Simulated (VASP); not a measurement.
# PbS (Cmcm) in VASP: further runs, part 2 of 2

VASP 6.6.1. The steps go on from the part before.

## Step 4: Single point, r2SCAN

This run uses another cell than the first one, of 25.95 Å³/atom.

Input file POSCAR:

```
PbS
1.0
    2.0612977081     -5.9375604999      0.0000000000
    2.0612977081      5.9375604999      0.0000000000
    0.0000000000      0.0000000000      4.2409393719
Pb S
2 2
Direct
    0.8694370000      0.1305630000      0.7500000000
    0.1305630000      0.8694370000      0.2500000000
    0.6452030000      0.3547970000      0.7500000000
    0.3547970000      0.6452030000      0.2500000000
```

Input file INCAR.step1:

```
SYSTEM = PbS
PREC     = Accurate       ! precision mode
ENCUT    = 520            ! plane-wave cutoff, eV
ISMEAR   = 0              ! smearing method
SIGMA    = 0.01           ! smearing width, eV
LREAL    = .FALSE.        ! projectors in reciprocal space
LASPH    = .TRUE.         ! aspherical terms in the spheres
NELM     = 60             ! most SCF steps
NBANDS   = 28             ! bands
GGA      = PE             ! functional
ALGO     = Normal         ! electronic algorithm
EDIFF    = 1E-4           ! SCF threshold, eV
LWAVE    = .TRUE.         ! write WAVECAR
LCHARG   = .FALSE.        ! write CHGCAR
```

Input file INCAR.step2:

```
SYSTEM = PbS
PREC     = Accurate       ! precision mode
ENCUT    = 520            ! plane-wave cutoff, eV
EDIFF    = 1E-6           ! SCF threshold, eV
ISMEAR   = 0              ! smearing method
SIGMA    = 0.01           ! smearing width, eV
LREAL    = .FALSE.        ! projectors in reciprocal space
LASPH    = .TRUE.         ! aspherical terms in the spheres
NELM     = 60             ! most SCF steps
ALGO     = Normal         ! electronic algorithm
ISIF     = 2              ! what is computed and relaxed
LWAVE    = .FALSE.        ! write WAVECAR
LCHARG   = .FALSE.        ! write CHGCAR
METAGGA  = R2SCAN         ! meta-GGA
LMIXTAU  = .TRUE.       
NBANDS   = 28             ! bands
ISTART   = 1
```

Input file KPOINTS:

```
Automatic mesh
0
G
  6 6 6
  0 0 0
```

Potentials or basis: VASP PAW PBE potentials, release 64 (Pb_d, S).

Command:

```console
cat potpaw_PBE.64/Pb_d/POTCAR potpaw_PBE.64/S/POTCAR > POTCAR
cp INCAR.step1 INCAR
mpirun -np 1 vasp_std > vasp.out
cp INCAR.step2 INCAR
mpirun -np 1 vasp_std > vasp.out
```

OUTCAR:

```text
SYSTEM = PbS
   PREC = Accurate
   ENCUT = 520
   EDIFF = 1E-6
   ISMEAR = 0
   LREAL = .FALSE.
   LASPH = .TRUE.
   NELM = 60
   ISIF = 2
   METAGGA = R2SCAN
   ISTART = 1

 ion  position               nearest neighbor table
   1  0.869  0.131  0.750-   3 2.66   4 2.96   4 2.96   4 2.96   4 2.96   2 3.76   2 3.76   2 4.10
                             2 4.10   2 4.10   2 4.10
   2  0.131  0.869  0.250-   4 2.66   3 2.96   3 2.96   3 2.96   3 2.96   1 3.76   1 3.76   1 4.10
                             1 4.10   1 4.10   1 4.10
   3  0.645  0.355  0.750-   1 2.66   2 2.96   2 2.96   2 2.96   2 2.96
[... 951 lines left out ...]
  -------------------------------------------------------------------------------------
  Total        1.0710083      0.9404194      1.0193634      0.0000000     -0.0000000      0.0000000
  in kB       16.5296092     14.5141413     15.7325381      0.0000000     -0.0000000      0.0000000
  external PRESSURE =      15.5920962 kB  Pullay stress =       0.0000000 kB

 VOLUME and BASIS-vectors are now :
 -----------------------------------------------------------------------------
  energy-cutoff  :      520.00
  volume of cell :      103.81
      direct lattice vectors                 reciprocal lattice vectors
     2.061297708 -5.937560500  0.000000000     0.242565641 -0.084209668  0.000000000
     2.061297708  5.937560500  0.000000000     0.242565641  0.084209668  0.000000000
     0.000000000  0.000000000  4.240939372     0.000000000  0.000000000  0.235796816

 POSITION                                       TOTAL-FORCE (eV/Angst)
 -----------------------------------------------------------------------------------
      2.06130     -4.38711      3.18070         0.000000     -0.168312     -0.000000
      2.06130      4.38711      1.06023         0.000000      0.168312     -0.000000
      2.06130     -1.72430      3.18070         0.000000      0.081206      0.000000
      2.06130      1.72430      1.06023         0.000000     -0.081206     -0.000000
 -----------------------------------------------------------------------------------
    total drift:                               -0.000000     -0.000000      0.000000

  FREE ENERGIE OF THE ION-ELECTRON SYSTEM (eV)
  ---------------------------------------------------
  free  energy   TOTEN  =      -131.1206594180 eV

  energy  without entropy=     -131.1206594180  energy(sigma->0) =     -131.12065942
```

Wall time 9.1 min (1 thread of Intel Xeon 8259CL, shared host); peak memory 0.37 GiB.

What came out:

```yaml
Free_energy: -131.1207 eV
Pressure: 1.6 GPa
Largest_force: 0.168 eV/Å
Band_gap_on_the_k_mesh: 1.42 eV (least direct gap 1.74 eV)
```

Forces on the atoms (eV/Å):
```
Pb   0.000 -0.168  0.000
Pb   0.000  0.168  0.000
S    0.000  0.081  0.000
S    0.000 -0.081  0.000
```

Stress tensor (GPa, compression positive):
```
1.65 0.00 0.00
0.00 1.45 0.00
0.00 0.00 1.57
```

Caveat: the PAW data sets were made with another functional, which shifts forces and pressure a little; spin-orbit coupling is left out, which moves the levels of the heavy elements.

## Step 5: Single point, r2SCAN

This run uses another cell than the first one, of 26.66 Å³/atom.

Input file POSCAR:

```
PbS
1.0
    2.0799530000     -5.9912970000      0.0000000000
    2.0799530000      5.9912970000      0.0000000000
    0.0000000000      0.0000000000      4.2793210000
Pb S
2 2
Direct
    0.8694370000      0.1305630000      0.7500000000
    0.1305630000      0.8694370000      0.2500000000
    0.6452030000      0.3547970000      0.7500000000
    0.3547970000      0.6452030000      0.2500000000
```

Input file INCAR.step1:

```
SYSTEM = PbS
PREC = Accurate
ENCUT = 520
ISMEAR = 0
SIGMA = 0.01
LREAL = .False.
LASPH = .True.
NELM = 100
NBANDS = 28
GGA = PE
ALGO = Normal
EDIFF = 1E-4
LWAVE = .True.
LCHARG = .False.
```

Input file INCAR.step2:

```
SYSTEM = PbS
PREC = Accurate
ENCUT = 520
EDIFF = 1E-6
ISMEAR = 0
SIGMA = 0.01
LREAL = .False.
LASPH = .True.
NELM = 100
ALGO = Normal
ISIF = 2
LWAVE = .False.
LCHARG = .False.
METAGGA = R2SCAN
LMIXTAU = .True.
NBANDS = 28
ISTART = 1
```

Input file KPOINTS:

```
Automatic mesh
0
Gamma
  6 6 6
  0 0 0
```

Command:

```console
cat potpaw_PBE.64/Pb_d/POTCAR potpaw_PBE.64/S/POTCAR > POTCAR
cp INCAR.step1 INCAR
mpirun -np 1 vasp_std > vasp.out
cp INCAR.step2 INCAR
mpirun -np 1 vasp_std > vasp.out
```

Wall time 9 min (1 thread of Intel Xeon 8259CL, shared host); peak memory 0.37 GiB.

It converged, with:

| Quantity | Value |
| --- | --- |
| Free energy | -131.1349 eV |
| Pressure | -0.1 GPa |
| Largest force | 0.025 eV/Å |
| Band gap on the k mesh | 1.48 eV (least direct gap 1.78 eV) |

Forces on the atoms (eV/Å):
```
Pb   0.000  0.006  0.000
Pb   0.000 -0.006  0.000
S    0.000 -0.025  0.000
S    0.000  0.025  0.000
```

Stress tensor (GPa, compression positive):
```
 0.01  0.00  0.00
 0.00 -0.12  0.00
 0.00  0.00 -0.05
```

Levels at points of the mesh, in eV from the valence-band top:
| k point | band 17 | band 18 | band 19 | band 20 | band 21 | band 22 | band 23 | band 24 |
| --- | --- | --- | --- | --- | --- | --- | --- | --- |
| (0.00, 0.00, 0.00) | -2.44 | -1.69 | -1.52 | -0.49 | 5.11 | 5.15 | 5.30 | 6.05 |
| (0.50, 0.00, 0.00) | -1.39 | -1.21 | -0.32 | -0.30 | 2.17 | 2.21 | 2.56 | 3.35 |
| (0.50, 0.50, 0.00) | -1.98 | -1.90 | -1.35 | -0.45 | 1.48 | 4.88 | 5.27 | 5.42 |
| (0.00, 0.00, 0.50) | -1.16 | -1.16 | -0.07 | -0.07 | 2.20 | 2.20 | 3.13 | 3.13 |
| (0.50, 0.00, 0.50) | -3.15 | -3.15 | -1.48 | -1.48 | 3.81 | 3.81 | 5.73 | 5.73 |
| (0.50, 0.50, 0.50) | -1.25 | -1.25 | -0.37 | -0.37 | 2.07 | 2.07 | 3.55 | 3.55 |

Caveat: the PAW data sets were made with another functional, which shifts forces and pressure a little; spin-orbit coupling is left out, which moves the levels of the heavy elements. A k mesh can miss the band edges.

## Step 6: Summary

```csv
cell,gap on the mesh (eV),pressure (GPa),largest force (eV/Å)
"a = 6.168, b = 6.168, c = 4.162 Å, angles 90.0, 90.0, 141.7°, 4 atoms",1.27,5.6,0.57
"a = 6.227, b = 6.227, c = 4.202 Å, angles 90.0, 90.0, 141.7°, 4 atoms",1.35,3.4,0.36
"a = 6.285, b = 6.285, c = 4.241 Å, angles 90.0, 90.0, 141.7°, 4 atoms",1.42,1.6,0.17
"a = 6.342, b = 6.342, c = 4.279 Å, angles 90.0, 90.0, 141.7°, 4 atoms",1.48,-0.1,0.02
```

Alike in all rows: task single point; level r2SCAN; potentials or basis VASP PAW PBE potentials, release 64 (Pb_d, S); no spin polarisation; k mesh 6 × 6 × 6; cutoff (eV) 520; smearing gaussian 0.01 eV.

Caveats: the PAW data sets were made with another functional, which shifts forces and pressure a little; spin-orbit coupling is left out, which moves the levels of the heavy elements; the cell stands under pressure (at least some runs).

Total energies depend on the potentials used, so only differences within one code and one set of settings carry meaning.
